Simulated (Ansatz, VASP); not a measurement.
**SnO2: VASP beside Ansatz**

POSCAR

```
SnO2
1.0
    0.0000000000      4.4626589766      4.4626589766
    4.4626589766      0.0000000000      4.4626589766
    4.4626589766      4.4626589766      0.0000000000
Sn O
4 8
Direct
    0.0940873284      0.1527841304      0.6224264104
    0.6201520546      0.0940259193      0.1309852452
    0.1684315967      0.6266522716      0.1015102136
    0.1517098974      0.1083603024      0.1304173996
    0.8762965501      0.8798005681      0.8768471068
    0.9452229340      0.3000801037      0.8621221660
    0.8671061035      0.8703551242      0.3360747342
    0.3135628844      0.9173780361      0.8872453615
    0.9214280732      0.3383663334      0.4027420143
    0.3585886185      0.3746042869      0.9404918411
    0.3212975459      0.9530862585      0.3924818656
    0.3621164133      0.3845066654      0.3166556416
```

The input INCAR.step1:

```
  ALGO = Normal
  EDIFF = 1E-4
  ENCUT = 520
  GGA = PE
  ISMEAR = 0
  LASPH = True
  LCHARG = False
  LREAL = False
  LWAVE = True
  NBANDS = 64
  NELM = 60
  PREC = Accurate
  SIGMA = 0.05
```

The input INCAR.step2:

```
  ALGO = Normal
  EDIFF = 1E-6
  ENCUT = 520
  ISIF = 2
  ISMEAR = 0
  ISTART = 1
  LASPH = True
  LCHARG = False
  LMIXTAU = True
  LREAL = False
  LWAVE = False
  METAGGA = R2SCAN
  NBANDS = 64
  NELM = 60
  PREC = Accurate
  SIGMA = 0.05
```

The input KPOINTS:

```
k-points
0
Gamma
  4 4 4
```

Input for Ansatz:

```yaml
crystal:
  lattice:
    - [0.0, 4.4626589766, 4.4626589766]
    - [4.4626589766, 0.0, 4.4626589766]
    - [4.4626589766, 4.4626589766, 0.0]
  atoms:
    - { symbol: Sn, position: [0.0940873284, 0.1527841304, 0.6224264104] }
    - { symbol: Sn, position: [0.6201520546, 0.0940259193, 0.1309852452] }
    - { symbol: Sn, position: [0.1684315967, 0.6266522716, 0.1015102136] }
    - { symbol: Sn, position: [0.1517098974, 0.1083603024, 0.1304173996] }
    - { symbol: O, position: [0.8762965501, 0.8798005681, 0.8768471068] }
    - { symbol: O, position: [0.945222934, 0.3000801037, 0.862122166] }
    - { symbol: O, position: [0.8671061035, 0.8703551242, 0.3360747342] }
    - { symbol: O, position: [0.3135628844, 0.9173780361, 0.8872453615] }
    - { symbol: O, position: [0.9214280732, 0.3383663334, 0.4027420143] }
    - { symbol: O, position: [0.3585886185, 0.3746042869, 0.9404918411] }
    - { symbol: O, position: [0.3212975459, 0.9530862585, 0.3924818656] }
    - { symbol: O, position: [0.3621164133, 0.3845066654, 0.3166556416] }
basis:
  ecutwfc: 500
kpoints:
  mp_grid: { grid: [4, 4, 4] }
hamiltonian:
  xc: r2scan
scf:
  occupations: { method: gaussian, width: 0.05 }
output:
  forces: true
  stress: true
  eigenvalues: true
```

Change from the starting cell: all atoms moved at random, sigma 0.15 Å a component.

Alike in both runs: task single point; functional r2SCAN; k mesh 4 × 4 × 4; occupations gaussian, width 0.05 eV; no spin polarisation.

|  | VASP | Ansatz |
| --- | --- | --- |
| version | VASP 6.6.1 | Ansatz 0.2.0 |
| potentials or method | VASP PAW PBE potentials, release 64 (Sn_d, O), cutoff 520 eV | scalar-relativistic, plane waves, PAW |
| valence electrons in the cell | 104 | 104 |

Ansatz gave:

| Item | Value |
| --- | --- |
| gap on the k mesh at the Fermi level (eV) | 2.04 |
| least direct gap on the mesh (eV) | 2.08 |
| pressure (GPa) | 14.2 |
| traceless stress, the component that is largest in VASP (GPa) | -16.28 |
| rms of the force components (eV/Å) | 3.153 |

Problem. Estimate VASP's values.

Solution. gap on the k mesh at the Fermi level (eV): 2.02; least direct gap on the mesh (eV): 2.06; pressure (GPa): 15.2; traceless stress, the component that is largest in VASP (GPa): -16.68; rms of the force components (eV/Å): 3.194.

VASP's potentials were made for PBE, not for r2SCAN. Atom by atom the forces differ by 0.067 eV/Å (rms over components). With one functional, cell and mesh, what is left measures potentials, basis and numerics.
